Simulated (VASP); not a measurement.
# GaN in VASP: single point with PBE+D3(BJ)

Aim: the single point of GaN with PBE+D3(BJ).

Program: VASP 6.6.1. These are calculated values, not measurements. Logs are shortened: lines on timing, memory, paths and dates and some standing lists are left out, and cuts for length are marked.

## Step 1: The cell of the first run

The cell holds a sheet with vacuum, 2 atoms: a = 3.207 Å, b = 3.207 Å, c = 23.800 Å, α = 90.00°, β = 90.00°, γ = 120.00°.

## Step 2: Single point, PBE+D3(BJ)

File INCAR:

```
SYSTEM = GaN
  ALGO = Normal
  DIPOL = 0.5 0.5 0.294
  EDIFF = 1E-6
  ENCUT = 520
  GGA = PE
  GGA_COMPAT = .False.
  IDIPOL = 3
  ISIF = 2
  ISMEAR = 0
  IVDW = 12
  LASPH = .True.
  LCHARG = .False.
  LDIPOL = .True.
  LREAL = .False.
  LWAVE = .False.
  NBANDS = 16
  NELM = 120
  NELMDL = -8
  PREC = Accurate
  SIGMA = 0.03
```

File KPOINTS:

```
k-points
0
Gamma
  12 12 1
  0 0 0
```

File POSCAR:

```
GaN
1.0
    3.2065026295      0.0000000000      0.0000000000
   -1.6032513148      2.7769127345      0.0000000000
    0.0000000000      0.0000000000     23.8000000000
Ga N
1 1
Direct
    0.3333333333      0.6666666667      0.2941176471
    0.6666666667      0.3333333333      0.2941176471
```

Potentials or basis: VASP PAW PBE potentials, release 64 (Ga_d, N).

Started as:

```console
$ cat potpaw_PBE.64/Ga_d/POTCAR potpaw_PBE.64/N/POTCAR > POTCAR
$ mpirun -np 1 vasp_std > vasp.out
```

OUTCAR:

```text
SYSTEM = GaN
   EDIFF = 1E-6
   ENCUT = 520
   GGA = PE
   ISIF = 2
   ISMEAR = 0
   IVDW = 12
   LASPH = .True.
   LREAL = .False.
   NELM = 120
   NELMDL = -8
   PREC = Accurate
 IVDW          = 12

 ion  position               nearest neighbor table
   1  0.333  0.667  0.294-   2 1.85   2 1.85   2 1.85
   2  0.667  0.333  0.294-   1 1.85   1 1.85   1 1.85

  LATTYP: Found a hexagonal cell.
 ALAT       =     3.2065026295
 C/A-ratio  =     7.4224171161

  Lattice vectors:

 A1 = (   3.2065026295,   0.0000000000,   0.0000000000)
 A2 = (  -1.6032513148,   2.7769127345,   0.0000000000)
 A3 = (   0.0000000000,   0.0000000000,  23.8000000000)

Analysis of symmetry for initial positions (statically):
=====================================================================
 Subroutine PRICEL returns:
 Original cell was already a primitive cell.

 Routine SETGRP: Setting up the symmetry group for a
 hexagonal supercell.

 Subroutine GETGRP returns: Found 12 space group operations
 (whereof  6 operations were pure point group operations)
 out of a pool of 24 trial point group operations.

The static configuration has the point symmetry C_3v.
 The point group associated with its full space group is D_3h.

Analysis of symmetry for dynamics (positions and initial velocities):
=====================================================================
 Subroutine PRICEL returns:
 Original cell was already a primitive cell.

 Routine SETGRP: Setting up the symmetry group for a
 hexagonal supercell.

 Subroutine GETGRP returns: Found 12 space group operations
 (whereof  6 operations were pure point group operations)
 out of a pool of 24 trial point group operations.

The dynamic configuration has the point symmetry C_3v.
 The point group associated with its full space group is D_3h.

 Subroutine INISYM returns: Found 12 space group operations
 (whereof  6 operations are pure point group operations),
 and found     1 'primitive' translations

----------------------------------------------------------------------------------------

                                     Primitive cell

  volume of cell :     211.9194

  direct lattice vectors                    reciprocal lattice vectors
     3.206502630  0.000000000  0.000000000     0.311866265  0.180056072  0.000000000
    -1.603251315  2.776912735  0.000000000     0.000000000  0.360112145  0.000000000
     0.000000000  0.000000000 23.800000000     0.000000000  0.000000000  0.042016807

  length of vectors
     3.206502630  3.206502630 23.800000000     0.360112145  0.360112145  0.042016807

  position of ions in fractional coordinates (direct lattice)
     0.333333333  0.666666667  0.294117647
     0.666666667  0.333333333  0.294117647

  ion indices of the primitive-cell ions
   primitive index   ion index
                 1           1
                 2           2

----------------------------------------------------------------------------------------

 KPOINTS: k-points

Automatic generation of k-mesh.
 Grid dimensions read from file:
 generate k-points for:   12   12    1

 Generating k-lattice:

  Cartesian coordinates                     Fractional coordinates (reciprocal lattice)
     0.025988855  0.015004673  0.000000000     0.083333333  0.000000000  0.000000000
     0.000000000  0.030009345  0.000000000     0.000000000  0.083333333  0.000000000
     0.000000000  0.000000000  0.042016807     0.000000000  0.000000000  1.000000000

  Length of vectors
     0.030009345  0.030009345  0.042016807

  Shift w.r.t. Gamma in fractional coordinates (k-lattice)
     0.000000000  0.000000000  0.000000000

 Subroutine IBZKPT returns following result:
 ===========================================

 Found     19 irreducible k-points:

 Following reciprocal coordinates:
            Coordinates               Weight
  0.000000  0.000000  0.000000      1.000000
  0.083333  0.000000  0.000000      6.000000
  0.166667  0.000000  0.000000      6.000000
  0.250000  0.000000  0.000000      6.000000
  0.333333  0.000000  0.000000      6.000000
  0.416667  0.000000  0.000000      6.000000
[... 11 lines left out ...]
  0.333333  0.250000  0.000000     12.000000
  0.333333  0.333333  0.000000      2.000000
   k-points           NKPTS =     19   k-points in BZ     NKDIM =     19   number of bands    NBANDS=     16
   number of dos      NEDOS =    301   number of ions     NIONS =      2
   total plane-waves  NPLWV = 103680
   dimension x,y,z NGX =    24 NGY =   24 NGZ =  180
   dimension x,y,z NGXF=    48 NGYF=   48 NGZF=  360
   ions per type =               1   1
   NGX,Y,Z   is equivalent  to a cutoff of  12.44, 12.44, 12.57 a.u.
   NGXF,Y,Z  is equivalent  to a cutoff of  24.89, 24.89, 25.15 a.u.
 SYSTEM =  GaN
   PREC   = accura    normal or accurate (medium, high low for compatibility)
   ISTART =      0    job   : 0-new  1-cont  2-samecut
   ICHARG =      2    charge: 1-file 2-atom 10-const
   ISPIN  =      1    spin polarized calculation?
   LNONCOLLINEAR =      F non collinear calculations
   LSORBIT =      F    spin-orbit coupling
   LASPH  =      T    aspherical Exc in radial PAW
   ENCUT  =  520.0 eV  38.22 Ry    6.18 a.u.   5.96  5.96 44.25*2*pi/ulx,y,z
   NELM   =    120;   NELMIN=  2; NELMDL= -8     # of ELM steps
   EDIFF  = 0.1E-05   stopping-criterion for ELM
   LREAL  =      F    real-space projection
   EDIFFG = 0.1E-04   stopping-criterion for IOM
   NSW    =      0    number of steps for IOM
   IBRION =     -1    ionic relax: 0-MD 1-quasi-New 2-CG
   NFREE  =      0    steps in history (QN), initial steepest desc. (CG)
   ISIF   =      2    stress and relaxation
   ISYM   =      2    0-nonsym 1-usesym 2-fastsym
   POTIM  = 0.5000    time-step for ionic-motion
   TEBEG  =    0.0;   TEEND  =   0.0 temperature during run
   PSTRESS=    0.0 pullay stress
   NELECT =      18.0000    total number of electrons
   NUPDOWN=      -1.0000    fix difference up-down
   EMIN   =  10.00;   EMAX   =-10.00  energy-range for DOS
   EFERMI =   0.00;   METHOD = LEGACY
   ISMEAR =     0;   SIGMA  =   0.03  broadening in eV -4-tet -1-fermi 0-gaus
   EFERMI_NEDOS =   21; number of points for ismear=-14 and -15
   IALGO  =     38    algorithm
   IMIX   =      4    mixing-type and parameters
     AMIX     =   0.40;   BMIX     =  1.00
     AMIX_MAG =   1.60;   BMIX_MAG =  1.00
  volume/ion in A,a.u.               =     105.96       715.05
  Fermi-wavevector in a.u.,A,eV,Ry     =   0.719629  1.359902  7.045996  0.517866
  Thomas-Fermi vector in A             =   1.808874
   LORBIT       =      0    0 simple, 1 ext, 2 COOP (PROOUT), +10 PAW based schemes
   GGA     = PE    functional components
   LHFCALC =     F    Hartree Fock is set to
   AEXX    =    0.0000 exact exchange contribution
   IVDW    =    12    specifies the selected vdW correction
   LEPSILON=     F    determine dielectric tensor
   LRPA    =     F    only Hartree local field effects (RPA)
 non-spin polarized calculation
 Gauss-broadening in eV      SIGMA  =   0.03
  energy-cutoff  :      520.00
  volume of cell :      211.92
 maximum number of plane-waves:      5760
 NGX is ok and might be reduce to    24
   NGX = 11   NGY = 11   NGZ = 89

 dipolmoment           0.000000      0.000000     -0.000013 electrons x Angstroem

 number of electron      17.9999984 magnetization

 dipolmoment           0.000000      0.000000      0.000005 electrons x Angstroem

 Free energy of the ion-electron system (eV)
  ---------------------------------------------------
  ext. energy  EPLUGINS =         0.00000000
  ---------------------------------------------------
  free energy    TOTEN  =       -11.45448517 eV

  energy without entropy =      -11.45448517  energy(sigma->0) =      -11.45448517

 E-fermi :  -3.9934     XC(G=0):  -1.8592

 val. band max:       -4.1911256480   @ k =   0.3333   0.3333   0.0000
 cond. band min:      -2.0044237926   @ k =   0.0000   0.0000   0.0000
 fundamental gap:      2.1867018555
 Fermi energy:        -3.9933552004

 k-point     1 :       0.0000    0.0000    0.0000
  band No.  band energies     occupation
      1     -19.4746      2.00000
      2     -17.5489      2.00000
      3     -17.5489      2.00000
      4     -17.3056      2.00000
      5     -17.3056      2.00000
      6     -16.6368      2.00000
[... 8 lines left out ...]
     15       2.4577      0.00000
     16       2.7969      0.00000

 k-point     2 :       0.0833    0.0000    0.0000
  band No.  band energies     occupation
      1     -19.4215      2.00000
      2     -17.5528      2.00000
      3     -17.5292      2.00000
      4     -17.3142      2.00000
      5     -17.3069      2.00000
      6     -16.5993      2.00000
[... 8 lines left out ...]
     15       2.6095      0.00000
     16       2.8777      0.00000

 k-point     3 :       0.1667    0.0000    0.0000
  band No.  band energies     occupation
      1     -19.2806      2.00000
      2     -17.5567      2.00000
      3     -17.4746      2.00000
      4     -17.3373      2.00000
      5     -17.3103      2.00000
      6     -16.4814      2.00000
[... 8 lines left out ...]
     15       3.0425      0.00000
     16       3.1031      0.00000

 k-point     4 :       0.2500    0.0000    0.0000
  band No.  band energies     occupation
      1     -19.1032      2.00000
      2     -17.5458      2.00000
      3     -17.3980      2.00000
      4     -17.3682      2.00000
      5     -17.3149      2.00000
      6     -16.2678      2.00000
[... 8 lines left out ...]
     15       3.4829      0.00000
     16       3.6409      0.00000

 k-point     5 :       0.3333    0.0000    0.0000
  band No.  band energies     occupation
      1     -18.9518      2.00000
      2     -17.5165      2.00000
      3     -17.3983      2.00000
      4     -17.3196      2.00000
      5     -17.3189      2.00000
      6     -15.9550      2.00000
[... 8 lines left out ...]
     15       4.1546      0.00000
     16       4.2853      0.00000

 k-point     6 :       0.4167    0.0000    0.0000
  band No.  band energies     occupation
      1     -18.8621      2.00000
      2     -17.4851      2.00000
      3     -17.4198      2.00000
      4     -17.3230      2.00000
      5     -17.2593      2.00000
      6     -15.6186      2.00000
[... 8 lines left out ...]
     15       5.1293      0.00000
     16       5.1333      0.00000
[... 172 lines left out ...]
 k-point    16 :       0.4167    0.1667    0.0000
  band No.  band energies     occupation
      1     -18.7884      2.00000
      2     -17.5057      2.00000
      3     -17.4197      2.00000
      4     -17.3399      2.00000
      5     -17.2415      2.00000
      6     -15.2937      2.00000
[... 8 lines left out ...]
     15       6.3268      0.00000
     16       6.3578      0.00000

 k-point    17 :       0.2500    0.2500    0.0000
  band No.  band energies     occupation
      1     -18.8068      2.00000
      2     -17.5325      2.00000
      3     -17.4088      2.00000
      4     -17.3430      2.00000
      5     -17.2579      2.00000
      6     -15.4446      2.00000
[... 8 lines left out ...]
     15       5.2948      0.00000
     16       5.3296      0.00000

 k-point    18 :       0.3333    0.2500    0.0000
  band No.  band energies     occupation
      1     -18.7616      2.00000
      2     -17.5244      2.00000
      3     -17.4126      2.00000
      4     -17.3514      2.00000
      5     -17.2453      2.00000
      6     -15.1954      2.00000
[... 8 lines left out ...]
     15       6.1864      0.00000
     16       6.2959      0.00000

 k-point    19 :       0.3333    0.3333    0.0000
  band No.  band energies     occupation
      1     -18.7421      2.00000
      2     -17.5274      2.00000
      3     -17.4101      2.00000
      4     -17.3584      2.00000
      5     -17.2446      2.00000
      6     -15.0929      2.00000
[... 8 lines left out ...]
     15       6.9507      0.00000
     16       7.3347      0.00000

------------------------ aborting loop because EDIFF is reached ----------------------------------------

 vacuum level on the upper side and lower side of the slab       (xc-potential included)        -0.007        -0.007

 Edisp (eV)   -0.17710

 E8    (eV) :    -0.0752

  FORCE on cell =-STRESS in cart. coord.  units (eV):
  Direction    XX          YY          ZZ          XY          YZ          ZX
  --------------------------------------------------------------------------------------
  -------------------------------------------------------------------------------------
  Total      -0.05117    -0.05117    -0.01324     0.00000     0.00000     0.00000
  in kB      -0.38685    -0.38685    -0.10012     0.00000     0.00000     0.00000
  external pressure =       -0.29 kB  Pullay stress =        0.00 kB

 VOLUME and BASIS-vectors are now :
 -----------------------------------------------------------------------------
  energy-cutoff  :      520.00
  volume of cell :      211.92
      direct lattice vectors                 reciprocal lattice vectors
     3.206502630  0.000000000  0.000000000     0.311866265  0.180056072  0.000000000
    -1.603251315  2.776912735  0.000000000     0.000000000  0.360112145  0.000000000
     0.000000000  0.000000000 23.800000000     0.000000000  0.000000000  0.042016807

 POSITION                                       TOTAL-FORCE (eV/Angst)
 -----------------------------------------------------------------------------------
     -0.00000      1.85128      7.00000        -0.000000     -0.000000     -0.000000
      1.60325      0.92564      7.00000         0.000000      0.000000      0.000000
 -----------------------------------------------------------------------------------
    total drift:                                0.000006     -0.000004      0.000279

  FREE ENERGIE OF THE ION-ELECTRON SYSTEM (eV)
  ---------------------------------------------------
  free  energy   TOTEN  =       -11.6315808951 eV

  energy  without entropy=      -11.6315808951  energy(sigma->0) =      -11.63158090

 vacuum level on the upper side and lower side of the slab         1.097         1.097
```

It took 95 s on 1 thread of Intel Xeon Platinum 8259CL at 2.50GHz (Skylake/Cascade Lake), shared host; peak memory 0.32 GiB.

Results:

```
Free energy                : -11.6316 eV
Band gap on the k mesh     : 2.19 eV (least direct gap 2.48 eV)
Dispersion energy per atom : -0.089 eV
```
